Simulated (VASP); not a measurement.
# Fe3Ge (Pm-3m) in VASP: further runs

The runs below take Fe3Ge through single point, with PBEsol.

Program: VASP 6.6.1. These are calculated values, not measurements. Logs are shortened: lines on timing, memory, paths and dates and some standing lists are left out, and cuts for length are marked.

## 1. The cell of the first run

Symmetry: Pm-3m, No. 221, cubic system. The conventional cell has a = 3.661 Å, b = 3.661 Å, c = 3.661 Å, α = 90.00°, β = 90.00°, γ = 90.00°. Fe (site symmetry 4/mmm) has 8 Fe at 2.59 Å and 4 Ge at 2.59 Å within 3.4 Å. Within 3.4 Å of Ge (site symmetry m-3m) lie 12 Fe at 2.59 Å.

## 2. Single point, PBEsol, non-collinear spin, typed start

INCAR reads:

```
SYSTEM = Fe3Ge
  PREC = Accurate
  ENCUT = 520
  EDIFF = 1E-7
  ISMEAR = -1
  SIGMA = 0.03
  LREAL = .False.
  LASPH = .True.
  NELM = 150
  ALGO = Normal
  ISIF = 2
  LWAVE = .False.
  LCHARG = .False.
  LNONCOLLINEAR = .True.
  MAGMOM = 0 0 2.2 0 0 2.2 0 0 2.2 0 0 0
  LORBIT = 11
  LMAXMIX = 4
  GGA = PS
  NBANDS = 52
  LUSENCCL = .False.
```

KPOINTS reads:

```
regular mesh
0
Gamma
  9 9 9
  0 0 0
```

POSCAR reads:

```
Fe3Ge
1.0
    3.6605005200      0.0000000000      0.0000000000
    0.0000000000      3.6605005200      0.0000000000
    0.0000000000      0.0000000000      3.6605005200
Fe Ge
3 1
Direct
    0.0000000000      0.5000000000      0.5000000000
    0.5000000000      0.5000000000      0.0000000000
    0.5000000000      0.0000000000      0.5000000000
    0.0000000000      0.0000000000      0.0000000000
```

Potentials or basis: VASP PAW PBE potentials, release 64 (Fe, Ge_d).

On the command line:

```sh
> cat potpaw_PBE.64/Fe/POTCAR potpaw_PBE.64/Ge_d/POTCAR > POTCAR
> mpirun -np 1 vasp_ncl > vasp.out
```

OUTCAR:

```text
SYSTEM = Fe3Ge
   PREC = Accurate
   ENCUT = 520
   EDIFF = 1E-7
   ISMEAR = -1
   LREAL = .False.
   LASPH = .True.
   NELM = 150
   ISIF = 2
   LNONCOLLINEAR = .True.
   LORBIT = 11
   GGA = PS

 ion  position               nearest neighbor table
   1  0.000  0.500  0.500-   2 2.59   3 2.59   4 2.59   2 2.59   4 2.59   3 2.59   4 2.59   4 2.59
                             2 2.59   3 2.59   2 2.59   3 2.59
   2  0.500  0.500  0.000-   1 2.59   3 2.59   4 2.59   1 2.59   3 2.59   3 2.59   4 2.59   3 2.59
                             1 2.59   4 2.59   1 2.59   4 2.59
   3  0.500  0.000  0.500-   1 2.59   2 2.59   4 2.59   2 2.59   4 2.59   1 2.59   2 2.59   2 2.59
                             1 2.59   4 2.59   4 2.59   1 2.59
   4  0.000  0.000  0.000-   1 2.59   2 2.59   3 2.59   1 2.59   3 2.59   1 2.59   2 2.59   1 2.59
                             2 2.59   3 2.59   3 2.59   2 2.59

  LATTYP: Found a simple cubic cell.
 ALAT       =     3.6605005200

  Lattice vectors:

 A1 = (   3.6605005200,   0.0000000000,   0.0000000000)
 A2 = (   0.0000000000,   3.6605005200,   0.0000000000)
 A3 = (   0.0000000000,   0.0000000000,   3.6605005200)

Analysis of symmetry for initial positions (statically):
=====================================================================
 Subroutine PRICEL returns:
 Original cell was already a primitive cell.

 Routine SETGRP: Setting up the symmetry group for a
 simple cubic supercell.

 Subroutine GETGRP returns: Found 48 space group operations
 (whereof 48 operations were pure point group operations)
 out of a pool of 48 trial point group operations.

The static configuration has the point symmetry O_h .

Analysis of symmetry for dynamics (positions and initial velocities):
=====================================================================
 Subroutine PRICEL returns:
 Original cell was already a primitive cell.

 Routine SETGRP: Setting up the symmetry group for a
 simple cubic supercell.

 Subroutine GETGRP returns: Found 48 space group operations
 (whereof 48 operations were pure point group operations)
 out of a pool of 48 trial point group operations.

The dynamic configuration has the point symmetry O_h .

Analysis of structural, dynamic, and magnetic symmetry:
=====================================================================
 Subroutine PRICEL returns:
 Original cell was already a primitive cell.

 Routine SETGRP: Setting up the symmetry group for a
 simple cubic supercell.

 Subroutine GETGRP returns: Found  8 space group operations
 (whereof  8 operations were pure point group operations)
 out of a pool of 48 trial point group operations.
[... 150 lines left out ...]
  ext. energy  EPLUGINS =         0.00000000
  ---------------------------------------------------
  free energy    TOTEN  =       -32.12642073 eV

  energy without entropy =      -32.11668561  energy(sigma->0) =      -32.12155317

 E-fermi :   7.1699     XC(G=0): -13.0842

 val. band max:        7.1678973723   @ k =   0.2222   0.2222   0.4444
 cond. band min:       7.1825538147   @ k =   0.1111   0.0000   0.4444
 fundamental gap:      0.0146564424
 Fermi energy:         7.1698534009

 k-point     1 :       0.0000    0.0000    0.0000
  band No.  band energies     occupation
      1     -17.5631      1.00000
      2     -17.5631      1.00000
      3     -17.5554      1.00000
      4     -17.5554      1.00000
      5     -17.5554      1.00000
      6     -17.5462      1.00000
[... 1261 lines left out ...]
     49      11.9145      0.00000
     50      12.1507      0.00000

 [... further k-points ...]

 [bands above 50 left out]

------------------------ aborting loop because EDIFF is reached ----------------------------------------

  FORCE on cell =-STRESS in cart. coord.  units (eV):
  Direction    XX          YY          ZZ          XY          YZ          ZX
  --------------------------------------------------------------------------------------
  -------------------------------------------------------------------------------------
  Total       -3.4068067     -3.4068067     -3.4064660     -0.0000008      0.0000000      0.0000000
  in kB     -111.2850055   -111.2850055   -111.2738764     -0.0000247      0.0000000      0.0000000
  external PRESSURE =    -111.2812958 kB  Pullay stress =       0.0000000 kB

 VOLUME and BASIS-vectors are now :
 -----------------------------------------------------------------------------
  energy-cutoff  :      520.00
  volume of cell :       49.05
      direct lattice vectors                 reciprocal lattice vectors
     3.660500520  0.000000000  0.000000000     0.273186684  0.000000000  0.000000000
     0.000000000  3.660500520  0.000000000     0.000000000  0.273186684  0.000000000
     0.000000000  0.000000000  3.660500520     0.000000000  0.000000000  0.273186684

 POSITION                                       TOTAL-FORCE (eV/Angst)
 -----------------------------------------------------------------------------------
      0.00000      1.83025      1.83025         0.000000      0.000000      0.000000
      1.83025      1.83025      0.00000         0.000000      0.000000      0.000000
      1.83025      0.00000      1.83025         0.000000      0.000000      0.000000
      0.00000      0.00000      0.00000         0.000000      0.000000      0.000000
 -----------------------------------------------------------------------------------
    total drift:                                0.000000      0.000000      0.000000

  FREE ENERGIE OF THE ION-ELECTRON SYSTEM (eV)
  ---------------------------------------------------
  free  energy   TOTEN  =       -32.1264207319 eV

  energy  without entropy=      -32.1166856140  energy(sigma->0) =      -32.12155317

 total charge

# of ion       s       p       d       tot
------------------------------------------
    1        0.430   0.501   6.277   7.208
    2        0.430   0.501   6.277   7.208
    3        0.430   0.501   6.277   7.208
    4        1.082   1.278  10.103  12.463
--------------------------------------------------
tot          2.372   2.782  28.934  34.088

 magnetization (x)

# of ion       s       p       d       tot
------------------------------------------
    1        0.000   0.000   0.000   0.000
    2        0.000   0.000   0.000   0.000
    3        0.000   0.000   0.000   0.000
    4        0.000   0.000   0.000   0.000
--------------------------------------------------
tot          0.000   0.000   0.000   0.000

 magnetization (y)

# of ion       s       p       d       tot
------------------------------------------
    1        0.000   0.000  -0.000  -0.000
    2       -0.000   0.000  -0.000  -0.000
    3       -0.000   0.000   0.000   0.000
    4        0.000   0.000   0.000   0.000
--------------------------------------------------
tot         -0.000   0.000   0.000   0.000

 magnetization (z)

# of ion       s       p       d       tot
------------------------------------------
    1       -0.000  -0.008   2.207   2.199
    2       -0.000  -0.008   2.207   2.199
    3       -0.000  -0.008   2.207   2.199
    4       -0.001  -0.145   0.008  -0.137
--------------------------------------------------
tot         -0.001  -0.168   6.629   6.460
```

It took 15 min on 1 × NVIDIA H100 80GB with 1 thread of AMD EPYC 7R13 (Zen 3), shared host; peak memory 1.6 GiB.

Results:

```yaml
Free_energy: -32.1264 eV
Pressure: -11.1 GPa
Band_gap_on_the_k_mesh: zero (bands 38 and 39 overlap by 0.95 eV)
Net_moment: 6.48 μB per cell
Valence_electrons_inside_the_program's_atomic_spheres: Fe 7.21; Ge 12.46
```

Levels at points of the mesh, in eV from the Fermi level:
| k point | band 36 | band 37 | band 38 | band 39 | band 40 | band 41 |
| --- | --- | --- | --- | --- | --- | --- |
| (0.00, 0.00, 0.00) | -0.72 | -0.37 | -0.37 | -0.37 | 0.17 | 0.17 |

Moments on the atoms (μB; x, y, z):
```
Fe   0.00  0.00  2.20
Fe   0.00  0.00  2.20
Fe   0.00  0.00  2.20
Ge   0.00  0.00 -0.14
```

Caveat: the cell stands under tension; the PAW data sets were made with another functional, which shifts forces and pressure a little.

## 3. Single point, PBEsol, non-collinear spin, typed start

INCAR reads:

```
PREC = Accurate ; ENCUT = 520
EDIFF = 1E-6 ; ISMEAR = -1
SIGMA = 0.03 ; LREAL = F
LASPH = T ; NELM = 150
ALGO = Normal ; ISIF = 2
LWAVE = F ; LCHARG = F
LNONCOLLINEAR = T ; MAGMOM = 0 0 2.2 0 0 2.2 0 0 2.2 0 0 0
LORBIT = 11 ; LMAXMIX = 4
GGA = PS ; NBANDS = 52
LUSENCCL = F
```

KPOINTS reads:

```
regular mesh
0
Gamma
  9 9 9
```

POSCAR is that of step 2.

Potentials or basis: VASP PAW PBE potentials, release 64 (Fe, Ge_d).

On the command line:

```sh
> cat potpaw_PBE.64/Fe/POTCAR potpaw_PBE.64/Ge_d/POTCAR > POTCAR
> mpirun -np 1 vasp_ncl > vasp.out
```

Run time: 22 min. Hardware: 1 × NVIDIA H100 80GB with 1 thread of AMD EPYC 7R13 (Zen 3), shared host; peak memory 1.6 GiB.

It converged, with:

```
Free energy                                           : -32.1264 eV
Pressure                                              : -11.1 GPa
Band gap on the k mesh                                : zero (bands 38 and 39 overlap by 0.95 eV)
Net moment                                            : 6.48 μB per cell
Valence electrons inside the program's atomic spheres : Fe 7.21; Ge 12.46
```

Levels at points of the mesh, in eV from the Fermi level:
| k point | band 34 | band 35 | band 36 | band 37 | band 38 | band 39 | band 40 | band 41 | band 42 | band 43 |
| --- | --- | --- | --- | --- | --- | --- | --- | --- | --- | --- |
| (0.00, 0.00, 0.00) | -1.13 | -1.13 | -0.72 | -0.37 | -0.37 | -0.37 | 0.17 | 0.17 | 0.17 | 1.28 |

Moments on the atoms (μB; x, y, z):
```
Fe   0.00  0.00  2.20
Fe   0.00  0.00  2.20
Fe   0.00  0.00  2.20
Ge   0.00  0.00 -0.14
```

Caveat: the cell stands under tension; the PAW data sets were made with another functional, which shifts forces and pressure a little.
